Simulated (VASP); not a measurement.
# Au2O3H4 in VASP: a series of runs

The runs below take Au2O3H4 through single point, with PBE.

Program: VASP 6.6.1. These are calculated values, not measurements. Logs are shortened: lines on timing, memory, paths and dates and some standing lists are left out, and cuts for length are marked.

## Step 1: The cell of the first run

The cell holds a molecule in a box, 9 atoms: a = 10.550 Å, b = 9.630 Å, c = 17.780 Å, α = 90.00°, β = 90.00°, γ = 90.00°.

## Step 2: Single point, PBE

Contents of INCAR:

```
SYSTEM = H4Au2O3
PREC = Accurate
ENCUT = 520
EDIFF = 1E-6
ISMEAR = 0
SIGMA = 0.01
LREAL = .FALSE.
LASPH = .TRUE.
NELM = 100
ALGO = Normal
ISIF = 2
LWAVE = .FALSE.
LCHARG = .FALSE.
GGA = PE
NBANDS = 32
```

Contents of KPOINTS:

```
Automatic mesh
0
G
  1 1 1
  0 0 0
```

Contents of POSCAR:

```
H4Au2O3
1.0
   10.5500000000      0.0000000000      0.0000000000
    0.0000000000      9.6300000000      0.0000000000
    0.0000000000      0.0000000000     17.7800000000
Au O H
2 3 4
Direct
    0.5001545000      0.4925887900      0.6075213700
    0.5001545000      0.5072429900      0.3923250800
    0.5001545000      0.4999158900      0.4999235100
    0.5001545000      0.4814205600      0.7281406100
    0.5001545000      0.5184112100      0.2717058500
    0.5737687200      0.5325420600      0.7467530900
    0.4265402800      0.5325420600      0.7467530900
    0.5737687200      0.4672897200      0.2530933600
    0.4265402800      0.4672897200      0.2530933600
```

Potentials or basis: VASP PAW PBE potentials, release 64 (Au, O, H).

The run is started by

```
$ cat potpaw_PBE.64/Au/POTCAR potpaw_PBE.64/O/POTCAR potpaw_PBE.64/H/POTCAR > POTCAR
$ mpirun -np 1 vasp_gam > vasp.out
```

OUTCAR:

```text
SYSTEM = H4Au2O3
   PREC = Accurate
   ENCUT = 520
   EDIFF = 1E-6
   ISMEAR = 0
   LREAL = .FALSE.
   LASPH = .TRUE.
   NELM = 100
   ISIF = 2
   GGA = PE

 ion  position               nearest neighbor table
   1  0.500  0.493  0.608-   3 1.91   4 2.15
   2  0.500  0.507  0.392-   3 1.91   5 2.15
   3  0.500  0.500  0.500-   1 1.91   2 1.91
   4  0.500  0.481  0.728-   6 0.98   7 0.98   1 2.15
   5  0.500  0.518  0.272-   8 0.98   9 0.98   2 2.15
   6  0.574  0.533  0.747-   4 0.98
   7  0.427  0.533  0.747-   4 0.98
   8  0.574  0.467  0.253-   5 0.98
   9  0.427  0.467  0.253-   5 0.98

  LATTYP: Found a simple orthorhombic cell.
 ALAT       =     9.6300000000
 B/A-ratio  =     1.0955347871
 C/A-ratio  =     1.8463136033

  Lattice vectors:

 A1 = (   0.0000000000,  -9.6300000000,   0.0000000000)
 A2 = (  10.5500000000,   0.0000000000,   0.0000000000)
 A3 = (   0.0000000000,   0.0000000000,  17.7800000000)

Analysis of symmetry for initial positions (statically):
=====================================================================
 Subroutine PRICEL returns:
 Original cell was already a primitive cell.

 Routine SETGRP: Setting up the symmetry group for a
 simple orthorhombic supercell.

 Subroutine GETGRP returns: Found  4 space group operations
 (whereof  1 operations were pure point group operations)
 out of a pool of  8 trial point group operations.

The static configuration has the point symmetry C_1 .
 The point group associated with its full space group is C_2h.

Analysis of symmetry for dynamics (positions and initial velocities):
=====================================================================
 Subroutine PRICEL returns:
 Original cell was already a primitive cell.

 Routine SETGRP: Setting up the symmetry group for a
 simple orthorhombic supercell.

 Subroutine GETGRP returns: Found  4 space group operations
 (whereof  1 operations were pure point group operations)
 out of a pool of  8 trial point group operations.

The dynamic configuration has the point symmetry C_1 .
 The point group associated with its full space group is C_2h.

 Subroutine INISYM returns: Found  4 space group operations
 (whereof  1 operations are pure point group operations),
 and found     1 'primitive' translations

----------------------------------------------------------------------------------------

                                     Primitive cell

  volume of cell :    1806.3858

  direct lattice vectors                    reciprocal lattice vectors
    10.550000000  0.000000000  0.000000000     0.094786730  0.000000000  0.000000000
     0.000000000  9.630000000  0.000000000     0.000000000  0.103842160  0.000000000
     0.000000000  0.000000000 17.780000000     0.000000000  0.000000000  0.056242970

  length of vectors
    10.550000000  9.630000000 17.780000000     0.094786730  0.103842160  0.056242970

  position of ions in fractional coordinates (direct lattice)
     0.500154500  0.492588790  0.607521370
     0.500154500  0.507242990  0.392325080
     0.500154500  0.499915890  0.499923510
     0.500154500  0.481420560  0.728140610
     0.500154500  0.518411210  0.271705850
     0.573768720  0.532542060  0.746753090
     0.426540280  0.532542060  0.746753090
     0.573768720  0.467289720  0.253093360
     0.426540280  0.467289720  0.253093360

  ion indices of the primitive-cell ions
   primitive index   ion index
                 1           1
                 2           2
                 3           3
                 4           4
                 5           5
                 6           6
                 7           7
                 8           8
                 9           9

----------------------------------------------------------------------------------------

 KPOINTS: Automatic mesh

Automatic generation of k-mesh.
 Grid dimensions read from file:
 generate k-points for:    1    1    1

 Generating k-lattice:

  Cartesian coordinates                     Fractional coordinates (reciprocal lattice)
     0.094786730  0.000000000  0.000000000     1.000000000  0.000000000  0.000000000
     0.000000000  0.103842160  0.000000000     0.000000000  1.000000000  0.000000000
     0.000000000  0.000000000  0.056242970     0.000000000  0.000000000  1.000000000

  Length of vectors
     0.094786730  0.103842160  0.056242970

  Shift w.r.t. Gamma in fractional coordinates (k-lattice)
     0.000000000  0.000000000  0.000000000

 Subroutine IBZKPT returns following result:
 ===========================================

 Found      1 irreducible k-points:

 Following reciprocal coordinates:
            Coordinates               Weight
  0.000000  0.000000  0.000000      1.000000
   k-points           NKPTS =      1   k-points in BZ     NKDIM =      1   number of bands    NBANDS=     32
   number of dos      NEDOS =    301   number of ions     NIONS =      9
   total plane-waves  NPLWV = 806400
   dimension x,y,z NGX =    80 NGY =   72 NGZ =  140
   dimension x,y,z NGXF=   160 NGYF=  144 NGZF=  280
   ions per type =               2   3   4
   NGX,Y,Z   is equivalent  to a cutoff of  12.61, 12.43, 13.09 a.u.
   NGXF,Y,Z  is equivalent  to a cutoff of  25.21, 24.86, 26.18 a.u.
 SYSTEM =  H4Au2O3
   PREC   = accura    normal or accurate (medium, high low for compatibility)
   ISTART =      0    job   : 0-new  1-cont  2-samecut
   ICHARG =      2    charge: 1-file 2-atom 10-const
   ISPIN  =      1    spin polarized calculation?
   LNONCOLLINEAR =      F non collinear calculations
   LSORBIT =      F    spin-orbit coupling
   LASPH  =      T    aspherical Exc in radial PAW
   ENCUT  =  520.0 eV  38.22 Ry    6.18 a.u.  19.62 17.91 33.06*2*pi/ulx,y,z
   NELM   =    100;   NELMIN=  2; NELMDL= -5     # of ELM steps
   EDIFF  = 0.1E-05   stopping-criterion for ELM
   LREAL  =      F    real-space projection
   EDIFFG = 0.1E-04   stopping-criterion for IOM
   NSW    =      0    number of steps for IOM
   IBRION =     -1    ionic relax: 0-MD 1-quasi-New 2-CG
   NFREE  =      0    steps in history (QN), initial steepest desc. (CG)
   ISIF   =      2    stress and relaxation
   ISYM   =      2    0-nonsym 1-usesym 2-fastsym
   POTIM  = 0.5000    time-step for ionic-motion
   TEBEG  =    0.0;   TEEND  =   0.0 temperature during run
   PSTRESS=    0.0 pullay stress
   NELECT =      44.0000    total number of electrons
   NUPDOWN=      -1.0000    fix difference up-down
   EMIN   =  10.00;   EMAX   =-10.00  energy-range for DOS
   EFERMI =   0.00;   METHOD = LEGACY
   ISMEAR =     0;   SIGMA  =   0.01  broadening in eV -4-tet -1-fermi 0-gaus
   EFERMI_NEDOS =   21; number of points for ismear=-14 and -15
   IALGO  =     38    algorithm
   IMIX   =      4    mixing-type and parameters
     AMIX     =   0.40;   BMIX     =  1.00
     AMIX_MAG =   1.60;   BMIX_MAG =  1.00
  volume/ion in A,a.u.               =     200.71      1354.45
  Fermi-wavevector in a.u.,A,eV,Ry     =   0.474558  0.896784  3.064098  0.225205
  Thomas-Fermi vector in A             =   1.468921
   LORBIT       =      0    0 simple, 1 ext, 2 COOP (PROOUT), +10 PAW based schemes
   GGA     = PE    functional components
   LHFCALC =     F    Hartree Fock is set to
   AEXX    =    0.0000 exact exchange contribution
   IVDW    =     0    specifies the selected vdW correction
   LEPSILON=     F    determine dielectric tensor
   LRPA    =     F    only Hartree local field effects (RPA)
 non-spin polarized calculation
 Gauss-broadening in eV      SIGMA  =   0.01
  energy-cutoff  :      520.00
  volume of cell :     1806.39
 maximum number of plane-waves:     24356
 NGX is ok and might be reduce to    80
   NGX = 39   NGY = 35   NGZ = 67

 number of electron      44.0000006 magnetization

 Free energy of the ion-electron system (eV)
  ---------------------------------------------------
  ext. energy  EPLUGINS =         0.00000000
  ---------------------------------------------------
  free energy    TOTEN  =       -36.81189931 eV

  energy without entropy =      -36.81189931  energy(sigma->0) =      -36.81189931

 E-fermi :  -3.1178     XC(G=0):  -1.1791

 val. band max:       -3.1706650594   @ k =   0.0000   0.0000   0.0000
 cond. band min:      -2.1166350930   @ k =   0.0000   0.0000   0.0000
 fundamental gap:      1.0540299664
 Fermi energy:        -3.1178230847

 k-point     1 :       0.0000    0.0000    0.0000
  band No.  band energies     occupation
      1     -27.1106      2.00000
      2     -27.1099      2.00000
      3     -20.2112      2.00000
      4     -14.7239      2.00000
      5     -14.7236      2.00000
      6     -12.1102      2.00000
[... 24 lines left out ...]
     31       0.9823      0.00000
     32       0.9895      0.00000

------------------------ aborting loop because EDIFF is reached ----------------------------------------

  FORCE on cell =-STRESS in cart. coord.  units (eV):
  Direction    XX          YY          ZZ          XY          YZ          ZX
  --------------------------------------------------------------------------------------
  -------------------------------------------------------------------------------------
  Total       -0.0512066     -0.1610523     -2.2160232      0.0000000     -0.1138275      0.0000000
  in kB       -0.0454178     -0.1428456     -1.9655060      0.0000000     -0.1009596      0.0000000
  external PRESSURE =      -0.7179231 kB  Pullay stress =       0.0000000 kB

 VOLUME and BASIS-vectors are now :
 -----------------------------------------------------------------------------
  energy-cutoff  :      520.00
  volume of cell :     1806.39
      direct lattice vectors                 reciprocal lattice vectors
    10.550000000  0.000000000  0.000000000     0.094786730  0.000000000  0.000000000
     0.000000000  9.630000000  0.000000000     0.000000000  0.103842160  0.000000000
     0.000000000  0.000000000 17.780000000     0.000000000  0.000000000  0.056242970

 POSITION                                       TOTAL-FORCE (eV/Angst)
 -----------------------------------------------------------------------------------
      5.27663      4.74363     10.80173         0.000000      0.026391     -0.035868
      5.27663      4.88475      6.97554        -0.000000     -0.026391      0.035868
      5.27663      4.81419      8.88864         0.000000     -0.000000      0.000000
      5.27663      4.63608     12.94634         0.000000      0.096845      0.065696
      5.27663      4.99230      4.83093         0.000000     -0.096845     -0.065696
      6.05326      5.12838     13.27727        -0.002240     -0.056143     -0.139996
      4.50000      5.12838     13.27727         0.002240     -0.056143     -0.139996
      6.05326      4.50000      4.50000        -0.002240      0.056143      0.139996
      4.50000      4.50000      4.50000         0.002240      0.056143      0.139996
 -----------------------------------------------------------------------------------
    total drift:                                0.000018      0.000027     -0.004954

  FREE ENERGIE OF THE ION-ELECTRON SYSTEM (eV)
  ---------------------------------------------------
  free  energy   TOTEN  =       -36.8118993109 eV

  energy  without entropy=      -36.8118993109  energy(sigma->0) =      -36.81189931
```

Run time: 3.5 min. Hardware: 1 thread of Intel Xeon Platinum 8259CL at 2.50GHz (Skylake/Cascade Lake), shared host; peak memory 1.3 GiB.

Results:

```yaml
Free_energy: -36.8119 eV
Largest_force: 0.151 eV/Å
Gap_between_the_frontier_levels: 1.05 eV
```

Forces in eV/Å, atoms in the order of the input:
```
Au   0.000  0.026 -0.036
Au   0.000 -0.026  0.036
O    0.000  0.000  0.000
O    0.000  0.097  0.066
O    0.000 -0.097 -0.066
H   -0.002 -0.056 -0.140
H    0.002 -0.056 -0.140
H   -0.002  0.056  0.140
H    0.002  0.056  0.140
```

Levels at points of the mesh, in eV from the valence-band top:
| k point | band 19 | band 20 | band 21 | band 22 | band 23 | band 24 | band 25 | band 26 |
| --- | --- | --- | --- | --- | --- | --- | --- | --- |
| (0.00, 0.00, 0.00) | -2.31 | -1.65 | -0.09 | 0.00 | 1.05 | 1.70 | 2.72 | 3.35 |

Caveat: spin-orbit coupling is left out, which moves the levels of the heavy elements.

## Step 3: Single point, PBE, non-collinear spin, zero start, spin-orbit coupling

Contents of INCAR:

```
SYSTEM = H4Au2O3
ALGO = Normal
EDIFF = 1E-6
ENCUT = 520
GGA = PE
GGA_COMPAT = .FALSE.
ISIF = 2
ISMEAR = 0
LASPH = .TRUE.
LCHARG = .TRUE.
LMAXMIX = 4
LNONCOLLINEAR = .TRUE.
LORBIT = 11
LORBMOM = .TRUE.
LREAL = .FALSE.
LSORBIT = .TRUE.
LVHAR = .TRUE.
LWAVE = .FALSE.
MAGMOM = 0 0 0 0 0 0 0 0 0 0 0 0 0 0 0 0 0 0 0 0 0 0 0 0 0 0 0
NBANDS = 63
NELM = 150
PREC = Accurate
SIGMA = 0.01
```

Contents of KPOINTS:

```
k-points
0
G
  1 1 1
  0 0 0
```

POSCAR is that of step 2.

Potentials or basis: VASP PAW PBE potentials, release 64 (Au, O, H).

The run is started by

```
$ cat potpaw_PBE.64/Au/POTCAR potpaw_PBE.64/O/POTCAR potpaw_PBE.64/H/POTCAR > POTCAR
$ mpirun -np 1 vasp_ncl > vasp.out
```

It took 23 min on 1 thread of Intel Xeon Platinum 8259CL at 2.50GHz (Skylake/Cascade Lake), shared host; peak memory 4.3 GiB.

It converged, with:

```
Free energy                                           : -37.3335 eV
Largest force                                         : 0.147 eV/Å
Net moment                                            : 0.00 μB per cell
Valence electrons inside the program's atomic spheres : Au 9.60; O 4.95, 5.17 (each value once); H 0.73
```

Forces on the atoms (eV/Å):
```
Au   0.000  0.032 -0.103
Au   0.000 -0.032  0.103
O    0.000  0.000  0.000
O    0.000  0.079  0.033
O    0.000 -0.079 -0.033
H    0.013 -0.048 -0.139
H   -0.013 -0.048 -0.139
H    0.013  0.048  0.139
H   -0.013  0.048  0.139
```

Moments on the atoms (μB; x, y, z):
```
Au  0.00 0.00 0.00
Au  0.00 0.00 0.00
O   0.00 0.00 0.00
O   0.00 0.00 0.00
O   0.00 0.00 0.00
H   0.00 0.00 0.00
H   0.00 0.00 0.00
H   0.00 0.00 0.00
H   0.00 0.00 0.00
```
